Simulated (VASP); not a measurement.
# Sm (Fm-3m) in VASP: notebook

The runs below take Sm through single point, with r2SCAN.

Everything below comes from runs of VASP 6.6.1. Logs are shortened: lines on timing, memory, paths and dates and some standing lists are left out, and cuts for length are marked.

## (1) The cell of the first run

It takes space group Fm-3m (No. 225, cubic). The conventional cell has a = 5.000 Å, b = 5.000 Å, c = 5.000 Å, α = 90.00°, β = 90.00°, γ = 90.00°. Sm (site symmetry m-3m) has 12 Sm at 3.54 Å within 4.6 Å.

This isn't the form of Sm at room conditions, which is rhombohedral.

## (2) Single point, r2SCAN

Contents of POSCAR:

```
Sm
1.0
    0.0000000000      2.5000007500      2.5000007500
    2.5000007500      0.0000000000      2.5000007500
    2.5000007500      2.5000007500      0.0000000000
Sm
1
Direct
    0.0000000000      0.0000000000      0.0000000000
```

Contents of INCAR.step1:

```
  ALGO = Normal
  EDIFF = 1E-5
  ENCUT = 800
  GGA = PE
  GGA_COMPAT = False
  ISMEAR = 0
  LASPH = True
  LCHARG = False
  LMAXMIX = 6
  LREAL = False
  LWAVE = True
  NBANDS = 14
  NELM = 200
  PREC = Accurate
  SIGMA = 0.05
```

Contents of INCAR.step2:

```
  ALGO = Normal
  EDIFF = 1E-6
  ENCUT = 800
  GGA_COMPAT = False
  ISIF = 2
  ISMEAR = 0
  ISTART = 1
  LASPH = True
  LCHARG = False
  LMAXMIX = 6
  LMIXTAU = True
  LREAL = False
  LWAVE = False
  METAGGA = R2SCAN
  NBANDS = 14
  NELM = 200
  PREC = Accurate
  SIGMA = 0.05
```

Contents of KPOINTS:

```
k-points
0
Gamma
  4 4 4
```

Potentials or basis: VASP PAW PBE potentials, release 64 (Sm).

Run with:

```console
> cat potpaw_PBE.64/Sm/POTCAR > POTCAR
> cp INCAR.step1 INCAR
> mpirun -np 1 vasp_std > vasp.out
> cp INCAR.step2 INCAR
> mpirun -np 1 vasp_std > vasp.out
```

OUTCAR:

```text
EDIFF = 1E-6
   ENCUT = 800
   ISIF = 2
   ISMEAR = 0
   ISTART = 1
   LASPH = True
   LREAL = False
   METAGGA = R2SCAN
   NELM = 200
   PREC = Accurate

 ion  position               nearest neighbor table
   1  0.000  0.000  0.000-

  LATTYP: Found a face centered cubic cell.
 ALAT       =     5.0000015000

  Lattice vectors:

 A1 = (   0.0000000000,   2.5000007500,   2.5000007500)
 A2 = (   2.5000007500,   0.0000000000,   2.5000007500)
 A3 = (   2.5000007500,   2.5000007500,   0.0000000000)

Analysis of symmetry for initial positions (statically):
=====================================================================
 Subroutine PRICEL returns:
 Original cell was already a primitive cell.

 Routine SETGRP: Setting up the symmetry group for a
 face centered cubic supercell.

 Subroutine GETGRP returns: Found 48 space group operations
 (whereof 48 operations were pure point group operations)
 out of a pool of 48 trial point group operations.

The static configuration has the point symmetry O_h .

Analysis of symmetry for dynamics (positions and initial velocities):
=====================================================================
 Subroutine PRICEL returns:
 Original cell was already a primitive cell.

 Routine SETGRP: Setting up the symmetry group for a
 face centered cubic supercell.

 Subroutine GETGRP returns: Found 48 space group operations
 (whereof 48 operations were pure point group operations)
 out of a pool of 48 trial point group operations.

The dynamic configuration has the point symmetry O_h .

 Subroutine INISYM returns: Found 48 space group operations
 (whereof 48 operations are pure point group operations),
 and found     1 'primitive' translations

----------------------------------------------------------------------------------------

                                     Primitive cell

  volume of cell :      31.2500

  direct lattice vectors                    reciprocal lattice vectors
     0.000000000  2.500000750  2.500000750    -0.199999940  0.199999940  0.199999940
     2.500000750  0.000000000  2.500000750     0.199999940 -0.199999940  0.199999940
     2.500000750  2.500000750  0.000000000     0.199999940  0.199999940 -0.199999940

  length of vectors
     3.535534967  3.535534967  3.535534967     0.346410058  0.346410058  0.346410058

  position of ions in fractional coordinates (direct lattice)
     0.000000000  0.000000000  0.000000000

  ion indices of the primitive-cell ions
   primitive index   ion index
                 1           1

----------------------------------------------------------------------------------------

 KPOINTS: k-points

Automatic generation of k-mesh.
 Grid dimensions read from file:
 generate k-points for:    4    4    4

 Generating k-lattice:

  Cartesian coordinates                     Fractional coordinates (reciprocal lattice)
    -0.049999985  0.049999985  0.049999985     0.250000000  0.000000000  0.000000000
     0.049999985 -0.049999985  0.049999985     0.000000000  0.250000000  0.000000000
     0.049999985  0.049999985 -0.049999985     0.000000000  0.000000000  0.250000000

  Length of vectors
     0.086602514  0.086602514  0.086602514

  Shift w.r.t. Gamma in fractional coordinates (k-lattice)
     0.000000000  0.000000000  0.000000000

 Subroutine IBZKPT returns following result:
 ===========================================

 Found      8 irreducible k-points:

 Following reciprocal coordinates:
            Coordinates               Weight
  0.000000  0.000000  0.000000      1.000000
  0.250000  0.000000  0.000000      8.000000
  0.500000  0.000000  0.000000      4.000000
  0.250000  0.250000  0.000000      6.000000
  0.500000  0.250000  0.000000     24.000000
 -0.250000  0.250000  0.000000     12.000000
  0.500000  0.500000  0.000000      3.000000
 -0.250000  0.500000  0.250000      6.000000
   k-points           NKPTS =      8   k-points in BZ     NKDIM =      8   number of bands    NBANDS=     14
   number of dos      NEDOS =    301   number of ions     NIONS =      1
   total plane-waves  NPLWV =  46656
   dimension x,y,z NGX =    36 NGY =   36 NGZ =   36
   dimension x,y,z NGXF=    72 NGYF=   72 NGZF=   72
   ions per type =               1
   NGX,Y,Z   is equivalent  to a cutoff of  16.93, 16.93, 16.93 a.u.
   NGXF,Y,Z  is equivalent  to a cutoff of  33.86, 33.86, 33.86 a.u.
 SYSTEM =  unknown system
   PREC   = accura    normal or accurate (medium, high low for compatibility)
   ISTART =      1    job   : 0-new  1-cont  2-samecut
   ICHARG =      0    charge: 1-file 2-atom 10-const
   ISPIN  =      1    spin polarized calculation?
   LNONCOLLINEAR =      F non collinear calculations
   LSORBIT =      F    spin-orbit coupling
   LASPH  =      T    aspherical Exc in radial PAW
   ENCUT  =  800.0 eV  58.80 Ry    7.67 a.u.   8.15  8.15  8.15*2*pi/ulx,y,z
   NELM   =    200;   NELMIN=  2; NELMDL=  0     # of ELM steps
   EDIFF  = 0.1E-05   stopping-criterion for ELM
   LREAL  =      F    real-space projection
   EDIFFG = 0.1E-04   stopping-criterion for IOM
   NSW    =      0    number of steps for IOM
   IBRION =     -1    ionic relax: 0-MD 1-quasi-New 2-CG
   NFREE  =      0    steps in history (QN), initial steepest desc. (CG)
   ISIF   =      2    stress and relaxation
   ISYM   =      2    0-nonsym 1-usesym 2-fastsym
   POTIM  = 0.5000    time-step for ionic-motion
   TEBEG  =    0.0;   TEEND  =   0.0 temperature during run
   PSTRESS=    0.0 pullay stress
   NELECT =      16.0000    total number of electrons
   NUPDOWN=      -1.0000    fix difference up-down
   EMIN   =  10.00;   EMAX   =-10.00  energy-range for DOS
   EFERMI =   0.00;   METHOD = LEGACY
   ISMEAR =     0;   SIGMA  =   0.05  broadening in eV -4-tet -1-fermi 0-gaus
   EFERMI_NEDOS =   21; number of points for ismear=-14 and -15
   IALGO  =     38    algorithm
   IMIX   =      4    mixing-type and parameters
     AMIX     =   0.40;   BMIX     =  1.00
     AMIX_MAG =   1.60;   BMIX_MAG =  1.00
  volume/ion in A,a.u.               =      31.25       210.89
  Fermi-wavevector in a.u.,A,eV,Ry     =   1.309678  2.474933 23.337498  1.715258
  Thomas-Fermi vector in A             =   2.440261
   LORBIT       =      0    0 simple, 1 ext, 2 COOP (PROOUT), +10 PAW based schemes
   METAGGA = R2SCAN    functional components
   LHFCALC =     F    Hartree Fock is set to
   AEXX    =    0.0000 exact exchange contribution
   IVDW    =     0    specifies the selected vdW correction
   LEPSILON=     F    determine dielectric tensor
   LRPA    =     F    only Hartree local field effects (RPA)
 non-spin polarized calculation
 Gauss-broadening in eV      SIGMA  =   0.05
  energy-cutoff  :      800.00
  volume of cell :       31.25
 maximum number of plane-waves:      1639
 NGX is ok and might be reduce to    36
   NGX = 17   NGY = 17   NGZ = 17

 number of electron      16.0000000 magnetization

 Free energy of the ion-electron system (eV)
  ---------------------------------------------------
  ext. energy  EPLUGINS =         0.00000000
  ---------------------------------------------------
  free energy    TOTEN  =       -29.44946618 eV

  energy without entropy =      -29.40506981  energy(sigma->0) =      -29.42726800

 E-fermi :   3.3516     XC(G=0): -11.0260

 val. band max:        3.3483675025   @ k =  -0.2500   0.2500   0.0000
 cond. band min:       3.3650243896   @ k =   0.5000   0.5000   0.0000
 fundamental gap:      0.0166568871
 Fermi energy:         3.3515826237

 k-point     1 :       0.0000    0.0000    0.0000
  band No.  band energies     occupation
      1     -37.6333      2.00000
      2     -16.1842      2.00000
      3     -16.1842      2.00000
      4     -16.1842      2.00000
      5      -0.7017      2.00000
      6       3.0447      2.00000
      7       3.2818      1.95173
      8       3.2818      1.95173
      9       3.2818      1.95173
     10       3.5795      0.00000
     11       3.5795      0.00000
     12       3.5795      0.00000
     13       5.9025      0.00000
     14       5.9025      0.00000

 k-point     2 :       0.2500    0.0000    0.0000
  band No.  band energies     occupation
      1     -37.5599      2.00000
      2     -16.8375      2.00000
      3     -16.2618      2.00000
      4     -16.2618      2.00000
      5       0.9209      2.00000
      6       3.0630      2.00000
      7       3.2074      1.99995
      8       3.3436      1.17776
      9       3.3436      1.17775
     10       3.4282      0.03026
     11       3.4282      0.03025
     12       3.5844      0.00000
     13       5.0437      0.00000
     14       6.2633      0.00000

 k-point     3 :       0.5000    0.0000    0.0000
  band No.  band energies     occupation
      1     -37.4851      2.00000
      2     -17.4245      2.00000
      3     -16.3377      2.00000
      4     -16.3377      2.00000
      5       1.7304      2.00000
      6       3.0814      2.00000
      7       3.2917      1.90978
      8       3.2917      1.90977
      9       3.4075      0.11344
     10       3.5185      0.00000
     11       3.5185      0.00000
     12       3.5893      0.00000
     13       5.6264      0.00000
     14       5.6264      0.00000
[... 52 lines left out ...]
 k-point     7 :       0.5000    0.5000    0.0000
  band No.  band energies     occupation
      1     -37.4369      2.00000
      2     -17.3346      2.00000
      3     -16.6149      2.00000
      4     -16.6149      2.00000
      5       1.5444      2.00000
      6       2.4719      2.00000
      7       3.3214      1.60705
      8       3.3368      1.32485
      9       3.3368      1.32484
     10       3.3650      0.70380
     11       3.4776      0.00036
     12       3.4776      0.00036
     13       3.5102      0.00001
     14       7.8601      0.00000

 k-point     8 :      -0.2500    0.5000    0.2500
  band No.  band energies     occupation
      1     -37.4364      2.00000
      2     -16.9891      2.00000
      3     -16.9891      2.00000
      4     -16.6424      2.00000
      5       2.6688      2.00000
      6       3.2195      1.99981
      7       3.2432      1.99782
      8       3.2432      1.99782
      9       3.3763      0.48479
     10       3.3763      0.48478
     11       3.5094      0.00001
     12       3.6686      0.00000
     13       4.6156      0.00000
     14       4.6156      0.00000

------------------------ aborting loop because EDIFF is reached ----------------------------------------

  FORCE on cell =-STRESS in cart. coord.  units (eV):
  Direction    XX          YY          ZZ          XY          YZ          ZX
  --------------------------------------------------------------------------------------
  -------------------------------------------------------------------------------------
  Total       -1.0392458     -1.0392458     -1.0392458     -0.0000000      0.0000000     -0.0000000
  in kB      -53.2817439    -53.2817439    -53.2817439     -0.0000000      0.0000000     -0.0000000
  external PRESSURE =     -53.2817439 kB  Pullay stress =       0.0000000 kB

 VOLUME and BASIS-vectors are now :
 -----------------------------------------------------------------------------
  energy-cutoff  :      800.00
  volume of cell :       31.25
      direct lattice vectors                 reciprocal lattice vectors
     0.000000000  2.500000750  2.500000750    -0.199999940  0.199999940  0.199999940
     2.500000750  0.000000000  2.500000750     0.199999940 -0.199999940  0.199999940
     2.500000750  2.500000750  0.000000000     0.199999940  0.199999940 -0.199999940

 POSITION                                       TOTAL-FORCE (eV/Angst)
 -----------------------------------------------------------------------------------
      0.00000      0.00000      0.00000        -0.000000     -0.000000     -0.000000
 -----------------------------------------------------------------------------------
    total drift:                               -0.000000      0.000000      0.000000

  FREE ENERGIE OF THE ION-ELECTRON SYSTEM (eV)
  ---------------------------------------------------
  free  energy   TOTEN  =       -29.4494661848 eV

  energy  without entropy=      -29.4050698148  energy(sigma->0) =      -29.42726800
```

It took 68 s on 1 thread of Intel Xeon 6975P-C (Granite Rapids), shared host; peak memory 0.24 GiB.

What came out:

```
Free energy            : -29.4495 eV
Pressure               : -5.3 GPa
Band gap on the k mesh : zero (bands 8 and 9 overlap by 0.08 eV)
```

Caveat: the k points lie up to 0.54 Å⁻¹ apart; the PAW data sets were made with another functional, which shifts forces and pressure a little; spin-orbit coupling is left out, which moves the levels of the heavy elements; semilocal functionals describe open f shells poorly, which spoils levels, moments and volumes.

(Part 1 of 2 ends here.)
